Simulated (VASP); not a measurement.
# CdO (Fm-3m) in VASP: single point with LDA

Aim: the single point of CdO with LDA.

All numbers are computed with VASP 6.6.1; they aren't measurements. Logs are shortened: lines on timing, memory, paths and dates and some standing lists are left out, and cuts for length are marked.

## Step 1: The cell of the first run

It takes space group Fm-3m (No. 225, cubic). Conventional cell: a = 4.699 Å, b = 4.699 Å, c = 4.699 Å, α = 90.00°, β = 90.00°, γ = 90.00°. Cd (site symmetry m-3m) has 6 O at 2.35 Å within 3.1 Å. Within 3.1 Å of O (site symmetry m-3m) lie 6 Cd at 2.35 Å.

## Step 2: Single point, LDA

POSCAR reads:

```
CdO
1.0
    0.0000000000      2.3495000000      2.3495000000
    2.3495000000      0.0000000000      2.3495000000
    2.3495000000      2.3495000000      0.0000000000
Cd O
1 1
Direct
    0.0000000000      0.0000000000      0.0000000000
    0.5000000000      0.5000000000      0.5000000000
```

INCAR.step1 reads:

```
PREC     = Accurate       # precision mode
ENCUT    = 520            # plane-wave cutoff, eV
EDIFF    = 1E-6           # SCF threshold, eV
ISMEAR   = -1             # smearing method
SIGMA    = 0.1            # smearing width, eV
LREAL    = False          # projectors in reciprocal space
LASPH    = True           # aspherical terms in the spheres
NELM     = 120            # most SCF steps
ALGO     = Normal         # electronic algorithm
ISIF     = 2              # what is computed and relaxed
LWAVE    = False          # write WAVECAR
LCHARG   = True           # write CHGCAR
NBANDS   = 20             # bands
GGA_COMPAT= False        
NEDOS    = 2001           # points of the DOS
LORBIT   = 11             # projections on sites
```

KPOINTS.step1 reads:

```
regular mesh
0
Gamma
  7 7 7
```

INCAR.step2 reads:

```
PREC     = Accurate       # precision mode
ENCUT    = 520            # plane-wave cutoff, eV
EDIFF    = 1E-6           # SCF threshold, eV
ISMEAR   = -5             # smearing method
SIGMA    = 0.1            # smearing width, eV
LREAL    = False          # projectors in reciprocal space
LASPH    = True           # aspherical terms in the spheres
NELM     = 120            # most SCF steps
ALGO     = Normal         # electronic algorithm
ISIF     = 2              # what is computed and relaxed
LWAVE    = False          # write WAVECAR
LCHARG   = False          # write CHGCAR
LORBIT   = 10             # projections on sites
NBANDS   = 20             # bands
NEDOS    = 2001           # points of the DOS
ICHARG   = 11             # starting density
GGA_COMPAT= False
```

KPOINTS.step2 reads:

```
regular mesh
0
Gamma
  11 11 11
```

Potentials or basis: VASP PAW LDA potentials, release 64 (Cd_sv_GW, O).

Started as:

```
$ cat potpaw_LDA.64/Cd_sv_GW/POTCAR potpaw_LDA.64/O/POTCAR > POTCAR
$ cp INCAR.step1 INCAR
$ cp KPOINTS.step1 KPOINTS
$ mpirun -np 1 vasp_std > vasp.out
$ cp INCAR.step2 INCAR
$ cp KPOINTS.step2 KPOINTS
$ mpirun -np 1 vasp_std > vasp.out
```

OUTCAR:

```text
PREC = Accurate
   ENCUT = 520
   EDIFF = 1E-6
   ISMEAR = -5
   LREAL = False
   LASPH = True
   NELM = 120
   ISIF = 2
   LORBIT = 10
   ICHARG = 11

 ion  position               nearest neighbor table
   1  0.000  0.000  0.000-
   2  0.500  0.500  0.500-

  LATTYP: Found a face centered cubic cell.
 ALAT       =     4.6990000000

  Lattice vectors:

 A1 = (   0.0000000000,   2.3495000000,   2.3495000000)
 A2 = (   2.3495000000,   0.0000000000,   2.3495000000)
 A3 = (   2.3495000000,   2.3495000000,   0.0000000000)

Analysis of symmetry for initial positions (statically):
=====================================================================
 Subroutine PRICEL returns:
 Original cell was already a primitive cell.

 Routine SETGRP: Setting up the symmetry group for a
 face centered cubic supercell.

 Subroutine GETGRP returns: Found 48 space group operations
 (whereof 48 operations were pure point group operations)
 out of a pool of 48 trial point group operations.

The static configuration has the point symmetry O_h .

Analysis of symmetry for dynamics (positions and initial velocities):
=====================================================================
 Subroutine PRICEL returns:
 Original cell was already a primitive cell.

 Routine SETGRP: Setting up the symmetry group for a
 face centered cubic supercell.

 Subroutine GETGRP returns: Found 48 space group operations
 (whereof 48 operations were pure point group operations)
 out of a pool of 48 trial point group operations.

The dynamic configuration has the point symmetry O_h .

 Subroutine INISYM returns: Found 48 space group operations
 (whereof 48 operations are pure point group operations),
 and found     1 'primitive' translations

----------------------------------------------------------------------------------------

                                     Primitive cell

  volume of cell :      25.9392

  direct lattice vectors                    reciprocal lattice vectors
     0.000000000  2.349500000  2.349500000    -0.212811236  0.212811236  0.212811236
     2.349500000  0.000000000  2.349500000     0.212811236 -0.212811236  0.212811236
     2.349500000  2.349500000  0.000000000     0.212811236  0.212811236 -0.212811236

  length of vectors
     3.322694765  3.322694765  3.322694765     0.368599874  0.368599874  0.368599874

  position of ions in fractional coordinates (direct lattice)
     0.000000000  0.000000000  0.000000000
     0.500000000  0.500000000  0.500000000

  ion indices of the primitive-cell ions
   primitive index   ion index
                 1           1
                 2           2

----------------------------------------------------------------------------------------

 KPOINTS: regular mesh

Automatic generation of k-mesh.
 Grid dimensions read from file:
 generate k-points for:   11   11   11

 Generating k-lattice:

  Cartesian coordinates                     Fractional coordinates (reciprocal lattice)
    -0.019346476  0.019346476  0.019346476     0.090909091  0.000000000  0.000000000
     0.019346476 -0.019346476  0.019346476     0.000000000  0.090909091  0.000000000
     0.019346476  0.019346476 -0.019346476     0.000000000  0.000000000  0.090909091

  Length of vectors
     0.033509079  0.033509079  0.033509079

  Shift w.r.t. Gamma in fractional coordinates (k-lattice)
     0.000000000  0.000000000  0.000000000

 TETIRR: Found    201 inequivalent tetrahedra from     7986

 Subroutine IBZKPT returns following result:
 ===========================================

 Found     56 irreducible k-points:

 Following reciprocal coordinates:
            Coordinates               Weight
  0.000000  0.000000  0.000000      1.000000
  0.090909  0.000000  0.000000      8.000000
  0.181818  0.000000  0.000000      8.000000
  0.272727  0.000000  0.000000      8.000000
  0.363636  0.000000  0.000000      8.000000
  0.454545  0.000000  0.000000      8.000000
[... 16 lines left out ...]
 -0.272727  0.181818  0.000000     24.000000
 -0.181818  0.181818  0.000000     12.000000
 [... further k-points ...]
   k-points           NKPTS =     56   k-points in BZ     NKDIM =     56   number of bands    NBANDS=     20
   number of dos      NEDOS =   2001   number of ions     NIONS =      2
   total plane-waves  NPLWV =  21952
   dimension x,y,z NGX =    28 NGY =   28 NGZ =   28
   dimension x,y,z NGXF=    56 NGYF=   56 NGZF=   56
   ions per type =               1   1
   NGX,Y,Z   is equivalent  to a cutoff of  14.01, 14.01, 14.01 a.u.
   NGXF,Y,Z  is equivalent  to a cutoff of  28.02, 28.02, 28.02 a.u.
 SYSTEM =  unknown system
   PREC   = accura    normal or accurate (medium, high low for compatibility)
   ISTART =      0    job   : 0-new  1-cont  2-samecut
   ICHARG =     11    charge: 1-file 2-atom 10-const
   ISPIN  =      1    spin polarized calculation?
   LNONCOLLINEAR =      F non collinear calculations
   LSORBIT =      F    spin-orbit coupling
   LASPH  =      T    aspherical Exc in radial PAW
   ENCUT  =  520.0 eV  38.22 Ry    6.18 a.u.   6.18  6.18  6.18*2*pi/ulx,y,z
   NELM   =    120;   NELMIN=  2; NELMDL=  0     # of ELM steps
   EDIFF  = 0.1E-05   stopping-criterion for ELM
   LREAL  =      F    real-space projection
   EDIFFG = 0.1E-04   stopping-criterion for IOM
   NSW    =      0    number of steps for IOM
   IBRION =     -1    ionic relax: 0-MD 1-quasi-New 2-CG
   NFREE  =      0    steps in history (QN), initial steepest desc. (CG)
   ISIF   =      2    stress and relaxation
   ISYM   =      2    0-nonsym 1-usesym 2-fastsym
   POTIM  = 0.5000    time-step for ionic-motion
   TEBEG  =    0.0;   TEEND  =   0.0 temperature during run
   PSTRESS=    0.0 pullay stress
   NELECT =      26.0000    total number of electrons
   NUPDOWN=      -1.0000    fix difference up-down
   EMIN   =  10.00;   EMAX   =-10.00  energy-range for DOS
   EFERMI =   0.00;   METHOD = LEGACY
   ISMEAR =    -5;   SIGMA  =   0.10  broadening in eV -4-tet -1-fermi 0-gaus
   EFERMI_NEDOS =   21; number of points for ismear=-14 and -15
   IALGO  =     38    algorithm
   IMIX   =      4    mixing-type and parameters
     AMIX     =   0.40;   BMIX     =  1.00
     AMIX_MAG =   1.60;   BMIX_MAG =  1.00
  volume/ion in A,a.u.               =      12.97        87.52
  Fermi-wavevector in a.u.,A,eV,Ry     =   1.638377  3.096084 36.521834  2.684279
  Thomas-Fermi vector in A             =   2.729360
   LORBIT       =     10    0 simple, 1 ext, 2 COOP (PROOUT), +10 PAW based schemes
   GGA     = CA    functional components
   LHFCALC =     F    Hartree Fock is set to
   AEXX    =    0.0000 exact exchange contribution
   IVDW    =     0    specifies the selected vdW correction
   LEPSILON=     F    determine dielectric tensor
   LRPA    =     F    only Hartree local field effects (RPA)
 non-spin polarized calculation
 Fermi weights with tetrahedron method with Bloechl corrections
  energy-cutoff  :      520.00
  volume of cell :       25.94
 maximum number of plane-waves:       725
 NGX is ok and might be reduce to    28

 number of electron      26.0000004 magnetization

 Free energy of the ion-electron system (eV)
  ---------------------------------------------------
  ext. energy  EPLUGINS =         0.00000000
  ---------------------------------------------------
  free energy    TOTEN  =        -9.39486874 eV

  energy without entropy =       -9.39486874  energy(sigma->0) =       -9.39486874

 E-fermi :   4.6088     XC(G=0): -12.4494

 val. band max:        4.6185329663   @ k =   0.4545   0.0000   0.0000
 cond. band min:       4.1468101344   @ k =   0.0000   0.0000   0.0000
 fundamental gap:     -0.4717228318
 Fermi energy:         4.6087740931

 k-point     1 :       0.0000    0.0000    0.0000
  band No.  band energies     occupation
      1     -95.1191      2.00000
      2     -56.5298      2.00000
      3     -56.5298      2.00000
      4     -56.5298      2.00000
      5     -12.4721      2.00000
      6      -2.0234      2.00000
[... 12 lines left out ...]
     19      22.5510      0.00000
     20      22.5510      0.00000

 k-point     2 :       0.0909    0.0000    0.0000
  band No.  band energies     occupation
      1     -95.1187      2.00000
      2     -56.5298      2.00000
      3     -56.5294      2.00000
      4     -56.5294      2.00000
      5     -12.4110      2.00000
      6      -2.0576      2.00000
[... 12 lines left out ...]
     19      22.8438      0.00000
     20      22.8439      0.00000

 k-point     3 :       0.1818    0.0000    0.0000
  band No.  band energies     occupation
      1     -95.1185      2.00000
      2     -56.5334      2.00000
      3     -56.5298      2.00000
      4     -56.5298      2.00000
      5     -12.2428      2.00000
      6      -2.1884      2.00000
[... 12 lines left out ...]
     19      23.3769      0.00000
     20      23.3769      0.00000

 k-point     4 :       0.2727    0.0000    0.0000
  band No.  band energies     occupation
      1     -95.1181      2.00000
      2     -56.5387      2.00000
      3     -56.5300      2.00000
      4     -56.5300      2.00000
      5     -12.0104      2.00000
      6      -2.4516      2.00000
[... 12 lines left out ...]
     19      24.1358      0.00000
     20      24.1358      0.00000

 k-point     5 :       0.3636    0.0000    0.0000
  band No.  band energies     occupation
      1     -95.1178      2.00000
      2     -56.5433      2.00000
      3     -56.5309      2.00000
      4     -56.5309      2.00000
      5     -11.7824      2.00000
      6      -2.7816      2.00000
[... 12 lines left out ...]
     19      25.1175      0.00000
     20      25.1177      0.00000
[... 353 lines left out ...]
      6      -2.7417      2.00000
[... 12 lines left out ...]
     19      25.5033      0.00000
     20      25.5120      0.00000

 k-point    22 :      -0.3636    0.1818    0.0000
  band No.  band energies     occupation
      1     -95.1177      2.00000
      2     -56.5442      2.00000
      3     -56.5351      2.00000
      4     -56.5319      2.00000
      5     -11.6696      2.00000
      6      -2.7685      2.00000
[... 12 lines left out ...]
     19      24.1440      0.00000
     20      24.8134      0.00000

 k-point    23 :      -0.2727    0.1818    0.0000
  band No.  band energies     occupation
      1     -95.1178      2.00000
      2     -56.5416      2.00000
      3     -56.5347      2.00000
      4     -56.5311      2.00000
      5     -11.7915      2.00000
      6      -2.6600      2.00000
[... 12 lines left out ...]
     19      24.1191      0.00000
     20      24.7482      0.00000

 k-point    24 :      -0.1818    0.1818    0.0000
  band No.  band energies     occupation
      1     -95.1181      2.00000
      2     -56.5388      2.00000
      3     -56.5329      2.00000
      4     -56.5300      2.00000
      5     -11.9650      2.00000
      6      -2.4608      2.00000
[... 12 lines left out ...]
     19      23.1774      0.00000
     20      25.2702      0.00000

 [... further k-points ...]

------------------------ aborting loop because EDIFF is reached ----------------------------------------

  FORCE on cell =-STRESS in cart. coord.  units (eV):
  Direction    XX          YY          ZZ          XY          YZ          ZX
  --------------------------------------------------------------------------------------
  -------------------------------------------------------------------------------------
  Total       -1.2754578     -1.2754578     -1.2754578     -0.0000000     -0.0000000      0.0000000
  in kB      -78.7807921    -78.7807921    -78.7807921     -0.0000000     -0.0000000      0.0000000
  external PRESSURE =     -78.7807921 kB  Pullay stress =       0.0000000 kB

 VOLUME and BASIS-vectors are now :
 -----------------------------------------------------------------------------
  energy-cutoff  :      520.00
  volume of cell :       25.94
      direct lattice vectors                 reciprocal lattice vectors
     0.000000000  2.349500000  2.349500000    -0.212811236  0.212811236  0.212811236
     2.349500000  0.000000000  2.349500000     0.212811236 -0.212811236  0.212811236
     2.349500000  2.349500000  0.000000000     0.212811236  0.212811236 -0.212811236

 POSITION                                       TOTAL-FORCE (eV/Angst)
 -----------------------------------------------------------------------------------
      0.00000      0.00000      0.00000         0.000000      0.000000      0.000000
      2.34950      2.34950      2.34950        -0.000000      0.000000     -0.000000
 -----------------------------------------------------------------------------------
    total drift:                               -0.000000      0.000000      0.000000

  FREE ENERGIE OF THE ION-ELECTRON SYSTEM (eV)
  ---------------------------------------------------
  free  energy   TOTEN  =        -9.3948687435 eV

  energy  without entropy=       -9.3948687435  energy(sigma->0) =       -9.39486874

 total charge

# of ion       s       p       d       f       tot
--------------------------------------------------
    1        2.213   6.167   9.248   0.014  17.641
    2        1.561   3.334   0.000   0.000   4.895
--------------------------------------------------
tot          3.774   9.501   9.248   0.014  22.536
```

It took 26 s on 1 thread of AMD EPYC 7R13 (Zen 3), shared host; peak memory 0.13 GiB.

What came out:

```yaml
Valence_electrons_inside_the_program's_atomic_spheres: Cd 17.64; O 4.89
```

Levels at points of the mesh, in eV from the Fermi level:
```csv
k point,band 9,band 10,band 11,band 12,band 13,band 14,band 15,band 16,band 17,band 18
"(0.00, 0.00, 0.00)",-6.34,-6.34,-1.37,-1.37,-1.37,-0.46,14.37,16.91,16.91,16.91
```
